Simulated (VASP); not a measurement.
# SiNi2 (P6_3/mmc) in VASP: a series of runs

SiNi2 is run at these levels: PBE; tasks: single point, relaxation of cell and atoms.

Everything below comes from runs of VASP 6.6.1. Logs are shortened: lines on timing, memory, paths and dates and some standing lists are left out, and cuts for length are marked.

### 1 The cell of the first run

The structure is hexagonal, space group P6_3/mmc (No. 194). The conventional cell has a = 3.912 Å, b = 3.912 Å, c = 4.991 Å, α = 90.00°, β = 90.00°, γ = 120.00°. Si (site symmetry -6m2) has 11 Ni at 2.26 to 2.58 Å within 3.0 Å. Ni (site symmetry -3m) has 8 Ni at 2.50 to 2.58 Å and 6 Si at 2.58 Å within 3.3 Å. Ni (site symmetry -6m2) has 5 Si at 2.26 to 2.50 Å and 6 Ni at 2.58 Å within 3.0 Å.

### 2 Single point, PBE

INCAR

```
ALGO = Normal
EDIFF = 1E-7
ENCUT = 520
GGA = PE
ISIF = 2
ISMEAR = 0
LASPH = True
LCHARG = True
LELF = True
LREAL = False
LVHAR = True
LWAVE = False
NBANDS = 33
NELM = 100
PREC = Accurate
SIGMA = 0.1
```

KPOINTS

```
k-points
0
Gamma
  12 12 8
```

POSCAR

```
SiNi2
1.0
    3.9119262608      0.0000000000      0.0000000000
   -1.9559631304      3.3878275196      0.0000000000
    0.0000000000      0.0000000000      4.9914522525
Si Ni
2 4
Direct
    0.3333333333      0.6666666667      0.7500000000
    0.6666666667      0.3333333333      0.2500000000
    0.0000000000      0.0000000000      0.0000000000
    0.0000000000      0.0000000000      0.5000000000
    0.3333333333      0.6666666667      0.2500000000
    0.6666666667      0.3333333333      0.7500000000
```

Potentials or basis: VASP PAW PBE potentials, release 64 (Si, Ni).

On the command line:

```
> cat potpaw_PBE.64/Si/POTCAR potpaw_PBE.64/Ni/POTCAR > POTCAR
> mpirun -np 1 vasp_std > vasp.out
```

OUTCAR:

```text
EDIFF = 1E-7
   ENCUT = 520
   GGA = PE
   ISIF = 2
   ISMEAR = 0
   LASPH = True
   LREAL = False
   NELM = 100
   PREC = Accurate

 ion  position               nearest neighbor table
   1  0.333  0.667  0.750-   6 2.26   6 2.26   6 2.26   5 2.50   5 2.50   3 2.58   4 2.58   4 2.58
                             3 2.58   4 2.58   3 2.58
   2  0.667  0.333  0.250-   5 2.26   5 2.26   5 2.26   6 2.50   6 2.50   3 2.58   4 2.58   3 2.58
                             4 2.58   3 2.58   4 2.58
   3  0.000  0.000  0.000-   4 2.50   4 2.50   1 2.58   5 2.58   6 2.58   2 2.58   2 2.58   6 2.58
                             1 2.58   5 2.58   2 2.58   6 2.58   1 2.58   5 2.58
   4  0.000  0.000  0.500-   3 2.50   3 2.50   1 2.58   5 2.58   6 2.58   2 2.58   2 2.58   6 2.58
                             1 2.58   5 2.58   2 2.58   6 2.58   1 2.58   5 2.58
   5  0.333  0.667  0.250-   2 2.26   2 2.26   2 2.26   1 2.50   1 2.50   3 2.58   4 2.58   4 2.58
                             3 2.58   4 2.58   3 2.58
   6  0.667  0.333  0.750-   1 2.26   1 2.26   1 2.26   2 2.50   2 2.50   3 2.58   4 2.58   3 2.58
                             4 2.58   3 2.58   4 2.58

  LATTYP: Found a hexagonal cell.
 ALAT       =     3.9119262608
 C/A-ratio  =     1.2759576535

  Lattice vectors:

 A1 = (   3.9119262608,   0.0000000000,   0.0000000000)
 A2 = (  -1.9559631304,   3.3878275196,   0.0000000000)
 A3 = (   0.0000000000,   0.0000000000,   4.9914522525)

Analysis of symmetry for initial positions (statically):
=====================================================================
 Subroutine PRICEL returns:
 Original cell was already a primitive cell.

 Routine SETGRP: Setting up the symmetry group for a
 hexagonal supercell.

 Subroutine GETGRP returns: Found 24 space group operations
 (whereof 12 operations were pure point group operations)
 out of a pool of 24 trial point group operations.

The static configuration has the point symmetry D_3d.
 The point group associated with its full space group is D_6h.

Analysis of symmetry for dynamics (positions and initial velocities):
=====================================================================
 Subroutine PRICEL returns:
 Original cell was already a primitive cell.

 Routine SETGRP: Setting up the symmetry group for a
 hexagonal supercell.

 Subroutine GETGRP returns: Found 24 space group operations
 (whereof 12 operations were pure point group operations)
 out of a pool of 24 trial point group operations.

The dynamic configuration has the point symmetry D_3d.
 The point group associated with its full space group is D_6h.

 Subroutine INISYM returns: Found 24 space group operations
 (whereof 12 operations are pure point group operations),
 and found     1 'primitive' translations

----------------------------------------------------------------------------------------

                                     Primitive cell

  volume of cell :      66.1514

  direct lattice vectors                    reciprocal lattice vectors
     3.911926261  0.000000000  0.000000000     0.255628540  0.147587207  0.000000000
    -1.955963130  3.387827520  0.000000000     0.000000000  0.295174413  0.000000000
     0.000000000  0.000000000  4.991452253     0.000000000  0.000000000  0.200342495

  length of vectors
     3.911926261  3.911926261  4.991452253     0.295174413  0.295174413  0.200342495

  position of ions in fractional coordinates (direct lattice)
     0.333333333  0.666666667  0.750000000
     0.666666667  0.333333333  0.250000000
     0.000000000  0.000000000  0.000000000
     0.000000000  0.000000000  0.500000000
     0.333333333  0.666666667  0.250000000
     0.666666667  0.333333333  0.750000000

  ion indices of the primitive-cell ions
   primitive index   ion index
                 1           1
                 2           2
                 3           3
                 4           4
                 5           5
                 6           6

----------------------------------------------------------------------------------------

 KPOINTS: k-points

Automatic generation of k-mesh.
 Grid dimensions read from file:
 generate k-points for:   12   12    8

 Generating k-lattice:

  Cartesian coordinates                     Fractional coordinates (reciprocal lattice)
     0.021302378  0.012298934  0.000000000     0.083333333  0.000000000  0.000000000
     0.000000000  0.024597868  0.000000000     0.000000000  0.083333333  0.000000000
     0.000000000  0.000000000  0.025042812     0.000000000  0.000000000  0.125000000

  Length of vectors
     0.024597868  0.024597868  0.025042812

  Shift w.r.t. Gamma in fractional coordinates (k-lattice)
     0.000000000  0.000000000  0.000000000

 Subroutine IBZKPT returns following result:
 ===========================================

 Found     95 irreducible k-points:

 Following reciprocal coordinates:
            Coordinates               Weight
  0.000000  0.000000  0.000000      1.000000
  0.083333  0.000000  0.000000      6.000000
  0.166667 -0.000000  0.000000      6.000000
  0.250000  0.000000  0.000000      6.000000
  0.333333  0.000000  0.000000      6.000000
  0.416667 -0.000000  0.000000      6.000000
[... 16 lines left out ...]
  0.250000  0.000000  0.125000     12.000000
  0.333333  0.000000  0.125000     12.000000
 [... further k-points ...]
   k-points           NKPTS =     95   k-points in BZ     NKDIM =     95   number of bands    NBANDS=     33
   number of dos      NEDOS =    301   number of ions     NIONS =      6
   total plane-waves  NPLWV =  36000
   dimension x,y,z NGX =    30 NGY =   30 NGZ =   40
   dimension x,y,z NGXF=    60 NGYF=   60 NGZF=   80
   ions per type =               2   4
   NGX,Y,Z   is equivalent  to a cutoff of  12.75, 12.75, 13.32 a.u.
   NGXF,Y,Z  is equivalent  to a cutoff of  25.50, 25.50, 26.64 a.u.
 SYSTEM =  unknown system
   PREC   = accura    normal or accurate (medium, high low for compatibility)
   ISTART =      0    job   : 0-new  1-cont  2-samecut
   ICHARG =      2    charge: 1-file 2-atom 10-const
   ISPIN  =      1    spin polarized calculation?
   LNONCOLLINEAR =      F non collinear calculations
   LSORBIT =      F    spin-orbit coupling
   LASPH  =      T    aspherical Exc in radial PAW
   ENCUT  =  520.0 eV  38.22 Ry    6.18 a.u.   7.27  7.27  9.28*2*pi/ulx,y,z
   NELM   =    100;   NELMIN=  2; NELMDL= -5     # of ELM steps
   EDIFF  = 0.1E-06   stopping-criterion for ELM
   LREAL  =      F    real-space projection
   EDIFFG = 0.1E-05   stopping-criterion for IOM
   NSW    =      0    number of steps for IOM
   IBRION =     -1    ionic relax: 0-MD 1-quasi-New 2-CG
   NFREE  =      0    steps in history (QN), initial steepest desc. (CG)
   ISIF   =      2    stress and relaxation
   ISYM   =      2    0-nonsym 1-usesym 2-fastsym
   POTIM  = 0.5000    time-step for ionic-motion
   TEBEG  =    0.0;   TEEND  =   0.0 temperature during run
   PSTRESS=    0.0 pullay stress
   NELECT =      48.0000    total number of electrons
   NUPDOWN=      -1.0000    fix difference up-down
   EMIN   =  10.00;   EMAX   =-10.00  energy-range for DOS
   EFERMI =   0.00;   METHOD = LEGACY
   ISMEAR =     0;   SIGMA  =   0.10  broadening in eV -4-tet -1-fermi 0-gaus
   EFERMI_NEDOS =   21; number of points for ismear=-14 and -15
   IALGO  =     38    algorithm
   IMIX   =      4    mixing-type and parameters
     AMIX     =   0.40;   BMIX     =  1.00
     AMIX_MAG =   1.60;   BMIX_MAG =  1.00
  volume/ion in A,a.u.               =      11.03        74.40
  Fermi-wavevector in a.u.,A,eV,Ry     =   1.471100  2.779976 29.444859  2.164136
  Thomas-Fermi vector in A             =   2.586277
   LORBIT       =      0    0 simple, 1 ext, 2 COOP (PROOUT), +10 PAW based schemes
   GGA     = PE    functional components
   LHFCALC =     F    Hartree Fock is set to
   AEXX    =    0.0000 exact exchange contribution
   IVDW    =     0    specifies the selected vdW correction
   LEPSILON=     F    determine dielectric tensor
   LRPA    =     F    only Hartree local field effects (RPA)
 non-spin polarized calculation
 Gauss-broadening in eV      SIGMA  =   0.10
  energy-cutoff  :      520.00
  volume of cell :       66.15
 maximum number of plane-waves:      1813
 NGX is ok and might be reduce to    30
   NGX = 15   NGY = 15   NGZ = 19

 number of electron      48.0000022 magnetization

 Free energy of the ion-electron system (eV)
  ---------------------------------------------------
  ext. energy  EPLUGINS =         0.00000000
  ---------------------------------------------------
  free energy    TOTEN  =       -35.77000487 eV

  energy without entropy =      -35.75189252  energy(sigma->0) =      -35.76094870

 E-fermi :  10.9656     XC(G=0): -12.8861

 val. band max:       10.9654726249   @ k =   0.1667  -0.0000   0.0000
 cond. band min:      10.9793217537   @ k =   0.3333   0.0000   0.2500
 fundamental gap:      0.0138491289
 Fermi energy:        10.9656425970

 k-point     1 :       0.0000    0.0000    0.0000
  band No.  band energies     occupation
      1      -1.5175      2.00000
      2       2.8082      2.00000
      3       4.6136      2.00000
      4       5.9971      2.00000
      5       5.9971      2.00000
      6       7.1158      2.00000
[... 25 lines left out ...]
     32      16.3786      0.00000
     33      19.2541      0.00000

 k-point     2 :       0.0833    0.0000    0.0000
  band No.  band energies     occupation
      1      -1.4290      2.00000
      2       2.8257      2.00000
      3       4.6765      2.00000
      4       5.9797      2.00000
      5       6.0422      2.00000
      6       6.8202      2.00000
[... 25 lines left out ...]
     32      16.9151      0.00000
     33      18.6147      0.00000
[... 754 lines left out ...]
     32      17.5793      0.00000
     33      18.4341      0.00000

 k-point    24 :       0.3333    0.0000    0.1250
  band No.  band energies     occupation
      1      -0.0798      2.00000
      2       2.5877      2.00000
      3       4.5632      2.00000
      4       5.4935      2.00000
      5       6.5455      2.00000
      6       6.6774      2.00000
[... 25 lines left out ...]
     32      18.0569      0.00000
     33      19.2090      0.00000

 [... further k-points ...]

------------------------ aborting loop because EDIFF is reached ----------------------------------------

  FORCE on cell =-STRESS in cart. coord.  units (eV):
  Direction    XX          YY          ZZ          XY          YZ          ZX
  --------------------------------------------------------------------------------------
  -------------------------------------------------------------------------------------
  Total        0.0385030      0.0385030     -0.0322318      0.0000000      0.0000000      0.0000000
  in kB        0.9325383      0.9325383     -0.7806505      0.0000000      0.0000000      0.0000000
  external PRESSURE =       0.3614754 kB  Pullay stress =       0.0000000 kB

 VOLUME and BASIS-vectors are now :
 -----------------------------------------------------------------------------
  energy-cutoff  :      520.00
  volume of cell :       66.15
      direct lattice vectors                 reciprocal lattice vectors
     3.911926261  0.000000000  0.000000000     0.255628540  0.147587207  0.000000000
    -1.955963130  3.387827520  0.000000000     0.000000000  0.295174413  0.000000000
     0.000000000  0.000000000  4.991452253     0.000000000  0.000000000  0.200342495

 POSITION                                       TOTAL-FORCE (eV/Angst)
 -----------------------------------------------------------------------------------
     -0.00000      2.25855      3.74359        -0.000000      0.000000      0.000000
      1.95596      1.12928      1.24786         0.000000      0.000000      0.000000
      0.00000      0.00000      0.00000        -0.000000      0.000000      0.000000
      0.00000      0.00000      2.49573        -0.000000      0.000000      0.000000
     -0.00000      2.25855      1.24786        -0.000000      0.000000      0.000000
      1.95596      1.12928      3.74359        -0.000000     -0.000000      0.000000
 -----------------------------------------------------------------------------------
    total drift:                               -0.000000      0.000000      0.000000

  FREE ENERGIE OF THE ION-ELECTRON SYSTEM (eV)
  ---------------------------------------------------
  free  energy   TOTEN  =       -35.7700048667 eV

  energy  without entropy=      -35.7518925240  energy(sigma->0) =      -35.76094870
```

It took 3.6 min on 1 thread of Intel Xeon Platinum 8488C (Sapphire Rapids), shared host; peak memory 0.28 GiB.

Results:

- Free energy: -35.7700 eV
- Pressure: 0.0 GPa
- Band gap on the k mesh: zero (band 24 reaches 13.61 eV, above the bottom of band 25 at 10.41 eV)

Stress tensor (GPa, compression positive):
```
 0.09  0.00  0.00
 0.00  0.09  0.00
 0.00  0.00 -0.08
```

### 3 Relaxation of cell and atoms, PBE

INCAR

```
PREC = Accurate ; ENCUT = 600
EDIFF = 1E-6 ; ISMEAR = 0
SIGMA = 0.1 ; LREAL = F
LASPH = T ; NELM = 100
ALGO = Normal ; ISIF = 3
LWAVE = F ; LCHARG = F
GGA = PE ; IBRION = 2
NSW = 100 ; EDIFFG = -0.01
```

KPOINTS

```
Automatic mesh
0
Gamma
  12 12 8
```

Edit POSCAR of step 2 so:

```diff
@@ -2,5 +2,5 @@
 1.0
-    3.9119262608      0.0000000000      0.0000000000
-   -1.9559631304      3.3878275196      0.0000000000
-    0.0000000000      0.0000000000      4.9914522525
+    3.9107503419      0.0000000000      0.0000000000
+   -1.9553751709      3.3868091439      0.0000000000
+    0.0000000000      0.0000000000      4.9920703127
 Si Ni
```

Potentials or basis: VASP PAW PBE potentials, release 64 (Si, Ni).

On the command line:

```
> cat potpaw_PBE.64/Si/POTCAR potpaw_PBE.64/Ni/POTCAR > POTCAR
> mpirun -np 1 vasp_std > vasp.out
```

Wall time 3.9 min (1 thread of Intel Xeon Platinum 8488C (Sapphire Rapids), shared host); peak memory 0.32 GiB.

It converged, with:

| Quantity | Value |
| --- | --- |
| Free energy | -35.7690 eV |
| Relaxed volume | 11.04 Å³/atom |
| Relaxed cell | a = 3.914 Å, b = 3.914 Å, c = 4.991 Å, α = 90.00°, β = 90.00°, γ = 120.00° |
| Space group after relaxing (to 0.05 Å) | P6_3/mmc (No. 194) |
| Energy gained by relaxing | 0.0 meV/atom |
| Ionic steps | 2 |
| Pressure after relaxing | 0.1 GPa |
| Band gap on the k mesh | zero (band 24 reaches 13.60 eV, above the bottom of band 25 at 10.40 eV) |

Final structure:
```yaml
crystal:
  lattice:
    - [3.91383, 0.00000, 0.00000]
    - [-1.95691, 3.38947, 0.00000]
    - [0.00000, 0.00000, 4.99109]
  atoms:
    - { symbol: Si, position: [0.33333, 0.66667, 0.75000] }
    - { symbol: Si, position: [0.66667, 0.33333, 0.25000] }
    - { symbol: Ni, position: [0.00000, 0.00000, 0.00000] }
    - { symbol: Ni, position: [0.00000, 0.00000, 0.50000] }
    - { symbol: Ni, position: [0.33333, 0.66667, 0.25000] }
    - { symbol: Ni, position: [0.66667, 0.33333, 0.75000] }
```

Levels at points of the mesh, in eV from the Fermi level:
```tsv
k point	band 20	band 21	band 22	band 23	band 24	band 25	band 26	band 27	band 28
(0.00, 0.00, 0.00)	-1.21	-0.61	-0.61	0.11	2.61	2.73	2.73	2.77	2.77
(0.50, 0.00, 0.00)	-1.45	-1.30	-1.18	-0.99	-0.67	-0.55	1.07	1.79	2.91
(0.00, 0.00, 0.50)	-1.21	-1.21	-1.21	2.03	2.03	3.22	3.22	3.22	3.22
(0.50, 0.00, 0.50)	-1.63	-1.23	-1.23	-0.89	-0.89	0.93	0.93	2.81	2.81
```

### 4 Single point, PBE

INCAR

```
SYSTEM = SiNi2
PREC = Accurate
ENCUT = 520
EDIFF = 1E-7
ISMEAR = 0
SIGMA = 0.1
LREAL = .FALSE.
LASPH = .TRUE.
NELM = 60
ALGO = Normal
ISIF = 2
LWAVE = .FALSE.
LCHARG = .FALSE.
GGA = PE
NBANDS = 33
```

KPOINTS

```
Automatic mesh
0
G
  6 6 4
  0 0 0
```

POSCAR is that of step 3.

On the command line:

```
> cat potpaw_PBE.64/Si/POTCAR potpaw_PBE.64/Ni/POTCAR > POTCAR
> mpirun -np 1 vasp_std > vasp.out
```

Wall time 34 s (1 thread of Intel Xeon 6975P-C (Granite Rapids), shared host); peak memory 0.19 GiB.

It converged, with:

* Free energy: -35.7977 eV
* Pressure: 0.1 GPa
* Band gap on the k mesh: zero (band 24 reaches 13.63 eV, above the bottom of band 25 at 10.43 eV)

Stress tensor (GPa, compression positive):
```
 0.11  0.00  0.00
 0.00  0.11  0.00
 0.00  0.00 -0.07
```

Levels at points of the mesh, in eV from the Fermi level:
| k point | band 22 | band 23 | band 24 | band 25 | band 26 | band 27 |
| --- | --- | --- | --- | --- | --- | --- |
| (0.00, 0.00, 0.00) | -0.59 | 0.14 | 2.64 | 2.76 | 2.76 | 2.81 |
| (0.50, 0.00, 0.00) | -1.16 | -0.97 | -0.65 | -0.52 | 1.10 | 1.82 |
| (0.00, 0.00, 0.50) | -1.19 | 2.06 | 2.06 | 3.25 | 3.25 | 3.25 |
| (0.50, 0.00, 0.50) | -1.20 | -0.87 | -0.87 | 0.95 | 0.95 | 2.84 |

### 5 Relaxation of cell and atoms, PBE

This run uses another cell than the first one, of 10.51 Å³/atom, 0.953 times its volume.

INCAR

```
SYSTEM = SiNi2
PREC = Accurate ; ENCUT = 600
EDIFF = 1E-6 ; ISMEAR = 0
SIGMA = 0.1 ; LREAL = .FALSE.
LASPH = .TRUE. ; NELM = 60
ALGO = Normal ; ISIF = 3
LWAVE = .FALSE. ; LCHARG = .FALSE.
GGA = PE ; IBRION = 2
NSW = 90 ; EDIFFG = -0.04
```

KPOINTS

```
regular mesh
0
G
  6 6 4
  0 0 0
```

Edit POSCAR of step 4 so:

```diff
@@ -2,5 +2,5 @@
 1.0
-    3.9107503419      0.0000000000      0.0000000000
-   -1.9553751709      3.3868091439      0.0000000000
-    0.0000000000      0.0000000000      4.9920703127
+    3.8359985066      0.0000000000      0.0000000000
+   -1.9179992533      3.3220721556      0.0000000000
+    0.0000000000      0.0000000000      4.9480000000
 Si Ni
```

On the command line:

```
> cat potpaw_PBE.64/Si/POTCAR potpaw_PBE.64/Ni/POTCAR > POTCAR
> mpirun -np 1 vasp_std > vasp.out
```

It took 99 s on 1 thread of Intel Xeon 6975P-C (Granite Rapids), shared host; peak memory 0.21 GiB.

Results (log left out):

| Quantity | Value |
| --- | --- |
| Free energy | -35.7954 eV |
| Relaxed volume | 11.03 Å³/atom |
| Relaxed cell | a = 3.912 Å, b = 3.912 Å, c = 4.995 Å, α = 90.00°, β = 90.00°, γ = 120.00° |
| Space group after relaxing (to 0.05 Å) | P6_3/mmc (No. 194) |
| Energy gained by relaxing | 17.9 meV/atom |
| Ionic steps | 5 |
| Pressure after relaxing | -0.3 GPa |
| Band gap on the k mesh | zero (band 24 reaches 13.61 eV, above the bottom of band 25 at 10.41 eV) |

Stress tensor (GPa, compression positive):
```
-0.20  0.00  0.00
 0.00 -0.20  0.00
 0.00  0.00 -0.46
```

The path:
```tsv
step	energy change (eV)	largest force (eV/Å)	pressure (GPa)	volume (Å³)
1	0.0000	0.0000	11.44	63.05
2	0.0347	0.0000	-10.34	70.15
3	-0.1072	0.0000	-0.06	66.17
4	-0.1072	0.0000	-0.14	66.23
5	-0.1077	0.0000	-0.29	66.19
```

Final structure:
```xyz
6
Lattice="3.9115 0.0000 0.0000 -1.9558 3.3875 0.0000 0.0000 0.0000 4.9952" Properties=species:S:1:pos:R:3 pbc="T T T"
Si    0.0000    2.2583    3.7464
Si    1.9558    1.1292    1.2488
Ni    3.9115    0.0000    0.0000
Ni    3.9115    0.0000    2.4976
Ni    0.0000    2.2583    1.2488
Ni    1.9558    1.1292    3.7464
```

Levels at points of the mesh, in eV from the Fermi level:
```
           k point  band 21  band 22  band 23  band 24  band 25  band 26  band 27  band 28
(0.00, 0.00, 0.00)    -0.59    -0.59     0.14     2.64     2.76     2.76     2.81     2.81
(0.50, 0.00, 0.00)    -1.27    -1.15    -0.97    -0.64    -0.52     1.09     1.81     2.95
(0.00, 0.00, 0.50)    -1.19    -1.19     2.06     2.06     3.25     3.25     3.25     3.25
(0.50, 0.00, 0.50)    -1.20    -1.20    -0.87    -0.87     0.95     0.95     2.84     2.84
```

Spin polarisation is off, so any magnetic state and its effect on volume and gap are missing. Zero-point motion and thermal expansion aren't in these numbers.

### 6 The runs side by side

| task | cell | k mesh | cutoff (eV) | gap on the mesh (eV) | pressure (GPa) | relaxed volume (Å³/atom) |
| --- | --- | --- | --- | --- | --- | --- |
| single point | a = 3.912, b = 3.912, c = 4.991 Å, angles 90.0, 90.0, 120.0°, 6 atoms | 12 × 12 × 8 | 520 | none | 0.0 | - |
| relaxation of cell and atoms | relaxed from a = 3.911, b = 3.911, c = 4.992 Å, angles 90.0, 90.0, 120.0°, 6 atoms | 12 × 12 × 8 | 600 | none | 0.1 | 11.04 |
| single point | a = 3.911, b = 3.911, c = 4.992 Å, angles 90.0, 90.0, 120.0°, 6 atoms | 6 × 6 × 4 | 520 | none | 0.1 | - |
| relaxation of cell and atoms | relaxed from a = 3.836, b = 3.836, c = 4.948 Å, angles 90.0, 90.0, 120.0°, 6 atoms | 6 × 6 × 4 | 600 | none | -0.3 | 11.03 |

Alike in all rows: level PBE; potentials or basis VASP PAW PBE potentials, release 64 (Si, Ni); no spin polarisation; smearing gaussian 0.1 eV.

Total energies depend on the potentials used, so only differences within one code and one set of settings carry meaning.
